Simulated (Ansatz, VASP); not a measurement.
Sn in VASP and in Ansatz

```
Sn
1.0
     0.00000    3.13191    3.75829
     3.13191    0.00000    3.75829
     3.13191    3.13191    0.00000
Sn
2
Cartesian
  3.1319 3.1319 3.7583
  4.6979 4.6979 5.6374
```

Alike in both runs: task single point; functional PBE; k mesh 18 × 18 × 18; occupations gaussian, width 0.15 eV; no spin polarisation.

```csv
,VASP,Ansatz
version,VASP 6.6.1,Ansatz 0.2.0
potentials or method,"VASP PAW PBE potentials, release 64 (Sn_d), cutoff 520 eV","scalar-relativistic, plane waves, PAW"
valence electrons in the cell,28,28
```

Ansatz gave:

* gap on the k mesh at the Fermi level (eV): none
* pressure (GPa): 0.0
* traceless stress, the component that is largest in VASP (GPa): -3.89

**Question.** What did VASP give for the same quantities?

**Answer.** gap on the k mesh at the Fermi level (eV): none; pressure (GPa): -0.1; traceless stress, the component that is largest in VASP (GPa): -3.89.

A gap of «none» marks a metal or a gap that the smearing closes.
